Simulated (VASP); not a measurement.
# In (P3_221) in VASP: notebook

In is run at these levels: PBE; tasks: single point, relaxation of cell and atoms.

Program: VASP 6.6.1. These are calculated values, not measurements. Logs are shortened: lines on timing, memory, paths and dates and some standing lists are left out, and cuts for length are marked.

## (1) The cell of the first run

Symmetry: P3_221, No. 154, trigonal system. Conventional cell: a = 4.088 Å, b = 4.088 Å, c = 5.438 Å, α = 90.00°, β = 90.00°, γ = 120.00°. In (site symmetry 2) has 6 In at 2.63 to 3.18 Å within 3.5 Å.

## (2) Single point, PBE

File INCAR:

```
SYSTEM = In
PREC = Accurate ; ENCUT = 520
EDIFF = 1E-6 ; ISMEAR = 0
SIGMA = 0.1 ; LREAL = .FALSE.
LASPH = .TRUE. ; NELM = 80
ALGO = Normal ; ISIF = 2
LWAVE = .FALSE. ; LCHARG = .FALSE.
GGA = PE ; NBANDS = 26
```

File KPOINTS:

```
Automatic mesh
0
G
  6 6 4
  0 0 0
```

File POSCAR:

```
In
1.0
    4.0880034500      0.0000000000      0.0000000000
   -2.0440017300      3.5403148400      0.0000000000
    0.0000000000      0.0000000000      5.4375105900
In
3
Direct
    0.2689999900      0.0000000000      0.1666666700
    0.0000000000      0.2689999900      0.8333333300
    0.7310000100      0.7310000100      0.5000000000
```

Potentials or basis: VASP PAW PBE potentials, release 64 (In_d).

Started as:

```console
cat potpaw_PBE.64/In_d/POTCAR > POTCAR
mpirun -np 1 vasp_std > vasp.out
```

OUTCAR:

```text
SYSTEM = In
   PREC = Accurate
   ENCUT = 520
   EDIFF = 1E-6
   ISMEAR = 0
   LREAL = .FALSE.
   LASPH = .TRUE.
   NELM = 80
   ISIF = 2
   GGA = PE

 ion  position               nearest neighbor table
   1  0.269  0.000  0.167-   3 2.63   2 2.63   3 3.18   3 3.18   2 3.18   2 3.18
   2  0.000  0.269  0.833-   3 2.63   1 2.63   3 3.18   3 3.18   1 3.18   1 3.18
   3  0.731  0.731  0.500-   1 2.63   2 2.63   2 3.18   1 3.18   1 3.18   2 3.18

  LATTYP: Found a hexagonal cell.
 ALAT       =     4.0880034500
 C/A-ratio  =     1.3301139924

  Lattice vectors:

 A1 = (   4.0880034500,   0.0000000000,   0.0000000000)
 A2 = (  -2.0440017300,   3.5403148400,   0.0000000000)
 A3 = (   0.0000000000,   0.0000000000,   5.4375105900)

Analysis of symmetry for initial positions (statically):
=====================================================================
 Subroutine PRICEL returns:
 Original cell was already a primitive cell.

 Routine SETGRP: Setting up the symmetry group for a
 hexagonal supercell.

 Subroutine GETGRP returns: Found  6 space group operations
 (whereof  2 operations were pure point group operations)
 out of a pool of 24 trial point group operations.

The static configuration has the point symmetry C_2 .
 The point group associated with its full space group is D_3 .

Analysis of symmetry for dynamics (positions and initial velocities):
=====================================================================
 Subroutine PRICEL returns:
 Original cell was already a primitive cell.

 Routine SETGRP: Setting up the symmetry group for a
 hexagonal supercell.

 Subroutine GETGRP returns: Found  6 space group operations
 (whereof  2 operations were pure point group operations)
 out of a pool of 24 trial point group operations.

The dynamic configuration has the point symmetry C_2 .
 The point group associated with its full space group is D_3 .

 Subroutine INISYM returns: Found  6 space group operations
 (whereof  2 operations are pure point group operations),
 and found     1 'primitive' translations

----------------------------------------------------------------------------------------

                                     Primitive cell

  volume of cell :      78.6961

  direct lattice vectors                    reciprocal lattice vectors
     4.088003450  0.000000000  0.000000000     0.244618189  0.141230377  0.000000000
    -2.044001730  3.540314840  0.000000000     0.000000000  0.282460754  0.000000000
     0.000000000  0.000000000  5.437510590     0.000000000  0.000000000  0.183907688

  length of vectors
     4.088003450  4.088003454  5.437510590     0.282460755  0.282460754  0.183907688

  position of ions in fractional coordinates (direct lattice)
     0.268999990  0.000000000  0.166666670
     0.000000000  0.268999990  0.833333330
     0.731000010  0.731000010  0.500000000

  ion indices of the primitive-cell ions
   primitive index   ion index
                 1           1
                 2           2
                 3           3

----------------------------------------------------------------------------------------

 KPOINTS: Automatic mesh

Automatic generation of k-mesh.
 Grid dimensions read from file:
 generate k-points for:    6    6    4

 Generating k-lattice:

  Cartesian coordinates                     Fractional coordinates (reciprocal lattice)
     0.040769698  0.023538396  0.000000000     0.166666667  0.000000000  0.000000000
     0.000000000  0.047076792  0.000000000     0.000000000  0.166666667  0.000000000
     0.000000000  0.000000000  0.045976922     0.000000000  0.000000000  0.250000000

  Length of vectors
     0.047076792  0.047076792  0.045976922

  Shift w.r.t. Gamma in fractional coordinates (k-lattice)
     0.000000000  0.000000000  0.000000000

 Subroutine IBZKPT returns following result:
 ===========================================

 Found     24 irreducible k-points:

 Following reciprocal coordinates:
            Coordinates               Weight
  0.000000  0.000000  0.000000      1.000000
  0.166667 -0.000000  0.000000      6.000000
  0.333333 -0.000000  0.000000      6.000000
  0.500000  0.000000  0.000000      3.000000
  0.166667  0.166667  0.000000      6.000000
  0.333333  0.166667  0.000000     12.000000
[... 16 lines left out ...]
  0.333333  0.166667  0.500000     12.000000
  0.333333  0.333333  0.500000      2.000000
   k-points           NKPTS =     24   k-points in BZ     NKDIM =     24   number of bands    NBANDS=     26
   number of dos      NEDOS =    301   number of ions     NIONS =      3
   total plane-waves  NPLWV =  36000
   dimension x,y,z NGX =    30 NGY =   30 NGZ =   40
   dimension x,y,z NGXF=    60 NGYF=   60 NGZF=   80
   ions per type =               3
   NGX,Y,Z   is equivalent  to a cutoff of  12.20, 12.20, 12.23 a.u.
   NGXF,Y,Z  is equivalent  to a cutoff of  24.40, 24.40, 24.46 a.u.
 SYSTEM =  In
   PREC   = accura    normal or accurate (medium, high low for compatibility)
   ISTART =      0    job   : 0-new  1-cont  2-samecut
   ICHARG =      2    charge: 1-file 2-atom 10-const
   ISPIN  =      1    spin polarized calculation?
   LNONCOLLINEAR =      F non collinear calculations
   LSORBIT =      F    spin-orbit coupling
   LASPH  =      T    aspherical Exc in radial PAW
   ENCUT  =  520.0 eV  38.22 Ry    6.18 a.u.   7.60  7.60 10.11*2*pi/ulx,y,z
   NELM   =     80;   NELMIN=  2; NELMDL= -5     # of ELM steps
   EDIFF  = 0.1E-05   stopping-criterion for ELM
   LREAL  =      F    real-space projection
   EDIFFG = 0.1E-04   stopping-criterion for IOM
   NSW    =      0    number of steps for IOM
   IBRION =     -1    ionic relax: 0-MD 1-quasi-New 2-CG
   NFREE  =      0    steps in history (QN), initial steepest desc. (CG)
   ISIF   =      2    stress and relaxation
   ISYM   =      2    0-nonsym 1-usesym 2-fastsym
   POTIM  = 0.5000    time-step for ionic-motion
   TEBEG  =    0.0;   TEEND  =   0.0 temperature during run
   PSTRESS=    0.0 pullay stress
   NELECT =      39.0000    total number of electrons
   NUPDOWN=      -1.0000    fix difference up-down
   EMIN   =  10.00;   EMAX   =-10.00  energy-range for DOS
   EFERMI =   0.00;   METHOD = LEGACY
   ISMEAR =     0;   SIGMA  =   0.10  broadening in eV -4-tet -1-fermi 0-gaus
   EFERMI_NEDOS =   21; number of points for ismear=-14 and -15
   IALGO  =     38    algorithm
   IMIX   =      4    mixing-type and parameters
     AMIX     =   0.40;   BMIX     =  1.00
     AMIX_MAG =   1.60;   BMIX_MAG =  1.00
  volume/ion in A,a.u.               =      26.23       177.02
  Fermi-wavevector in a.u.,A,eV,Ry     =   1.295523  2.448184 22.835760  1.678381
  Thomas-Fermi vector in A             =   2.427038
   LORBIT       =      0    0 simple, 1 ext, 2 COOP (PROOUT), +10 PAW based schemes
   GGA     = PE    functional components
   LHFCALC =     F    Hartree Fock is set to
   AEXX    =    0.0000 exact exchange contribution
   IVDW    =     0    specifies the selected vdW correction
   LEPSILON=     F    determine dielectric tensor
   LRPA    =     F    only Hartree local field effects (RPA)
 non-spin polarized calculation
 Gauss-broadening in eV      SIGMA  =   0.10
  energy-cutoff  :      520.00
  volume of cell :       78.70
 maximum number of plane-waves:      2142
   NGX = 15   NGY = 15   NGZ = 21

 number of electron      39.0000019 magnetization

 Free energy of the ion-electron system (eV)
  ---------------------------------------------------
  ext. energy  EPLUGINS =         0.00000000
  ---------------------------------------------------
  free energy    TOTEN  =        -6.61261519 eV

  energy without entropy =       -6.59972564  energy(sigma->0) =       -6.60617041

 E-fermi :   7.5083     XC(G=0): -10.1362

 val. band max:        7.4483967767   @ k =   0.5000   0.0000   0.0000
 cond. band min:       7.5433820479   @ k =   0.1667   0.1667   0.2500
 fundamental gap:      0.0949852712
 Fermi energy:         7.5083374540

 k-point     1 :       0.0000    0.0000    0.0000
  band No.  band energies     occupation
      1      -8.0478      2.00000
      2      -8.0478      2.00000
      3      -7.6335      2.00000
      4      -7.6245      2.00000
      5      -7.6245      2.00000
      6      -7.3714      2.00000
[... 18 lines left out ...]
     25      15.2762      0.00000
     26      15.3943      0.00000

 k-point     2 :       0.1667   -0.0000    0.0000
  band No.  band energies     occupation
      1      -8.0231      2.00000
      2      -8.0000      2.00000
      3      -7.6667      2.00000
      4      -7.6172      2.00000
      5      -7.5955      2.00000
      6      -7.4390      2.00000
[... 18 lines left out ...]
     25      14.3534      0.00000
     26      14.8878      0.00000

 k-point     3 :       0.3333   -0.0000    0.0000
  band No.  band energies     occupation
      1      -7.9643      2.00000
      2      -7.9054      2.00000
      3      -7.7223      2.00000
      4      -7.6048      2.00000
      5      -7.5408      2.00000
      6      -7.5092      2.00000
[... 18 lines left out ...]
     25      13.6704      0.00000
     26      14.4960      0.00000

 k-point     4 :       0.5000    0.0000    0.0000
  band No.  band energies     occupation
      1      -7.9265      2.00000
      2      -7.8667      2.00000
      3      -7.7468      2.00000
      4      -7.6247      2.00000
      5      -7.5045      2.00000
      6      -7.4980      2.00000
[... 18 lines left out ...]
     25      13.3631      0.00000
     26      14.3515      0.00000
[... 496 lines left out ...]
      1      -8.0282      2.00000
      2      -7.8120      2.00000
      3      -7.7009      2.00000
      4      -7.6617      2.00000
      5      -7.5500      2.00000
      6      -7.5287      2.00000
[... 18 lines left out ...]
     25      14.2386      0.00000
     26      14.4361      0.00000

 k-point    23 :       0.3333    0.1667    0.5000
  band No.  band energies     occupation
      1      -8.0157      2.00000
      2      -7.7800      2.00000
      3      -7.6666      2.00000
      4      -7.6027      2.00000
      5      -7.5045      2.00000
      6      -7.4768      2.00000
[... 18 lines left out ...]
     25      14.6089      0.00000
     26      15.3131      0.00000

 k-point    24 :       0.3333    0.3333    0.5000
  band No.  band energies     occupation
      1      -7.9947      2.00000
      2      -7.7184      2.00000
      3      -7.7184      2.00000
      4      -7.5571      2.00000
      5      -7.4942      2.00000
      6      -7.4942      2.00000
[... 18 lines left out ...]
     25      15.2000      0.00000
     26      15.2387      0.00000

------------------------ aborting loop because EDIFF is reached ----------------------------------------

  FORCE on cell =-STRESS in cart. coord.  units (eV):
  Direction    XX          YY          ZZ          XY          YZ          ZX
  --------------------------------------------------------------------------------------
  -------------------------------------------------------------------------------------
  Total        3.2398501      3.2398501      7.1034014     -0.0000000      0.0000000      0.0000000
  in kB       65.9602425     65.9602426    144.6184439     -0.0000001      0.0000000      0.0000000
  external PRESSURE =      92.1796430 kB  Pullay stress =       0.0000000 kB

 VOLUME and BASIS-vectors are now :
 -----------------------------------------------------------------------------
  energy-cutoff  :      520.00
  volume of cell :       78.70
      direct lattice vectors                 reciprocal lattice vectors
     4.088003450  0.000000000  0.000000000     0.244618189  0.141230377  0.000000000
    -2.044001730  3.540314840  0.000000000     0.000000000  0.282460754  0.000000000
     0.000000000  0.000000000  5.437510590     0.000000000  0.000000000  0.183907688

 POSITION                                       TOTAL-FORCE (eV/Angst)
 -----------------------------------------------------------------------------------
      1.09967      0.00000      0.90625         2.068094      0.000000     -0.000000
     -0.54984      0.95234      4.53126        -1.034047      1.791022      0.000000
      1.49417      2.58797      2.71876        -1.034047     -1.791022     -0.000000
 -----------------------------------------------------------------------------------
    total drift:                               -0.000011      0.000008      0.000000

  FREE ENERGIE OF THE ION-ELECTRON SYSTEM (eV)
  ---------------------------------------------------
  free  energy   TOTEN  =        -6.6126151877 eV

  energy  without entropy=       -6.5997256406  energy(sigma->0) =       -6.60617041
```

Run time: 17 s. Hardware: 1 thread of Intel Xeon 6975P-C (Granite Rapids), shared host; peak memory 0.19 GiB.

Results:

```yaml
Free_energy: -6.6126 eV
Pressure: 9.2 GPa
Largest_force: 2.068 eV/Å
```

Forces in eV/Å, atoms in the order of the input:
```
In   2.068  0.000  0.000
In  -1.034  1.791  0.000
In  -1.034 -1.791  0.000
```

Stress tensor (GPa, compression positive):
```
 6.60  0.00  0.00
 0.00  6.60  0.00
 0.00  0.00 14.46
```

Levels at points of the mesh, in eV from the Fermi level:
```tsv
k point	band 15	band 16	band 17	band 18	band 19	band 20	band 21	band 22	band 23	band 24
(0.00, 0.00, 0.00)	-14.29	-9.81	-4.34	-4.34	1.96	2.93	2.93	4.15	4.66	4.66
(0.50, 0.00, 0.00)	-14.22	-7.18	-5.99	-1.83	-1.50	-0.51	-0.06	0.04	3.25	5.25
(0.00, 0.00, 0.50)	-14.21	-8.44	-8.44	1.07	2.62	2.62	3.16	3.81	4.44	4.44
(0.50, 0.00, 0.50)	-14.38	-6.00	-5.75	-4.60	-3.78	1.01	1.19	2.47	2.66	5.79
```

Caveat: spin-orbit coupling is left out, which moves the levels of the heavy elements; forces of over 1 eV/Å act on the atoms, so gaps and moduli don't describe the material at rest.

## (3) Relaxation of cell and atoms, PBE

File INCAR:

```
PREC = Accurate
ENCUT = 600
EDIFF = 1E-6
ISMEAR = 0
SIGMA = 0.1
LREAL = F
LASPH = T
NELM = 100
ALGO = Normal
ISIF = 3
LWAVE = F
LCHARG = F
GGA = PE
IBRION = 2
NSW = 90
EDIFFG = -0.04
```

File KPOINTS:

```
Automatic mesh
0
Gamma
  6 6 4
```

POSCAR is that of step 2.

Potentials or basis: VASP PAW PBE potentials, release 64 (In_d).

Started as:

```console
cat potpaw_PBE.64/In_d/POTCAR > POTCAR
mpirun -np 1 vasp_std > vasp.out
```

OUTCAR:

```text
PREC = Accurate
   ENCUT = 600
   EDIFF = 1E-6
   ISMEAR = 0
   LREAL = F
   LASPH = T
   NELM = 100
   ISIF = 3
   GGA = PE
   IBRION = 2
   NSW = 90
   EDIFFG = -0.04

 ion  position               nearest neighbor table
   1  0.269  0.000  0.167-   3 2.63   2 2.63   3 3.18   3 3.18   2 3.18   2 3.18
   2  0.000  0.269  0.833-   3 2.63   1 2.63   3 3.18   3 3.18   1 3.18   1 3.18
   3  0.731  0.731  0.500-   1 2.63   2 2.63   2 3.18   1 3.18   1 3.18   2 3.18

  LATTYP: Found a hexagonal cell.
 ALAT       =     4.0880034500
 C/A-ratio  =     1.3301139924

  Lattice vectors:

 A1 = (   4.0880034500,   0.0000000000,   0.0000000000)
 A2 = (  -2.0440017300,   3.5403148400,   0.0000000000)
 A3 = (   0.0000000000,   0.0000000000,   5.4375105900)

Analysis of symmetry for initial positions (statically):
[... 300 lines left out ...]
      5      -6.7294      2.00000
      6      -6.7255      2.00000
[... 613 lines left out ...]
     22      13.1923      0.00000
     23      13.3185      0.00000

[... ionic steps 4 to 8 ...]

--------------------------------------- Ionic step        9  -------------------------------------------

 number of electron      39.0000011 magnetization

------------------------ aborting loop because EDIFF is reached ----------------------------------------
[... 69 lines left out ...]
--------------------------------------- Ionic step       11  -------------------------------------------

 number of electron      39.0000005 magnetization

 Free energy of the ion-electron system (eV)
  ---------------------------------------------------
  ext. energy  EPLUGINS =         0.00000000
  ---------------------------------------------------
  free energy    TOTEN  =        -7.52435851 eV

  energy without entropy =       -7.51932943  energy(sigma->0) =       -7.52184397

 E-fermi :   6.4136     XC(G=0):  -9.7966

 val. band max:        6.3841412961   @ k =   0.3333   0.3333   0.0000
 cond. band min:       6.4479572743   @ k =   0.0000   0.3333   0.2500
 fundamental gap:      0.0638159781
 Fermi energy:         6.4135579228

 k-point     1 :       0.0000    0.0000    0.0000
  band No.  band energies     occupation
      1      -8.4020      2.00000
      2      -8.4020      2.00000
      3      -8.1170      2.00000
      4      -8.1170      2.00000
      5      -8.0978      2.00000
      6      -8.0947      2.00000
[... 643 lines left out ...]
  FREE ENERGIE OF THE ION-ELECTRON SYSTEM (eV)
  ---------------------------------------------------
  free  energy   TOTEN  =        -7.5243585143 eV

  energy  without entropy=       -7.5193294300  energy(sigma->0) =       -7.52184397

 reached required accuracy - stopping structural energy minimisation
```

It took 2.9 min on 1 thread of Intel Xeon 6975P-C (Granite Rapids), shared host; peak memory 0.26 GiB.

Results:

| Quantity | Value |
| --- | --- |
| Free energy | -7.5244 eV |
| Relaxed volume | 28.49 Å³/atom |
| Relaxed cell | a = 3.960 Å, b = 3.960 Å, c = 6.295 Å, α = 90.00°, β = 90.00°, γ = 120.00° |
| Space group after relaxing (to 0.05 Å) | P3_221 (No. 154) |
| Energy gained by relaxing | 303.9 meV/atom |
| Ionic steps | 11 |
| Pressure after relaxing | 0.0 GPa |
| Largest force after relaxing | 0.038 eV/Å |

Forces in eV/Å, atoms in the order of the input:
```
In   0.038  0.000  0.000
In  -0.019  0.033  0.000
In  -0.019 -0.033  0.000
```

Step by step:
```
step  energy change (eV)  largest force (eV/Å)  pressure (GPa)  volume (Å³)
   1              0.0000                2.0688            9.26        78.70
   2             -0.6902                0.3974           -1.81        97.15
   3             -0.6921                0.4621           -1.35        95.59
   4             -0.7627                0.3885           -0.95        92.72
   5             -0.8630                0.2463            0.11        86.58
   6             -0.7100                0.0611            6.58        74.76
   7             -0.8793                0.2225            1.01        83.93
   8             -0.8809                0.1811            1.63        82.38
   9             -0.9080                0.0242            0.10        84.98
  10             -0.9089                0.0427            0.28        84.58
  11             -0.9116                0.0385           -0.03        85.47
```

Final structure:
```yaml
crystal:
  lattice:
    - [3.95964, 0.00000, 0.00000]
    - [-1.97982, 3.42915, 0.00000]
    - [0.00000, 0.00000, 6.29457]
  atoms:
    - { symbol: In, position: [0.32899, 0.00000, 0.16667] }
    - { symbol: In, position: [0.00000, 0.32899, 0.83333] }
    - { symbol: In, position: [0.67101, 0.67101, 0.50000] }
```

Caveat: spin-orbit coupling is left out, which moves the levels of the heavy elements.
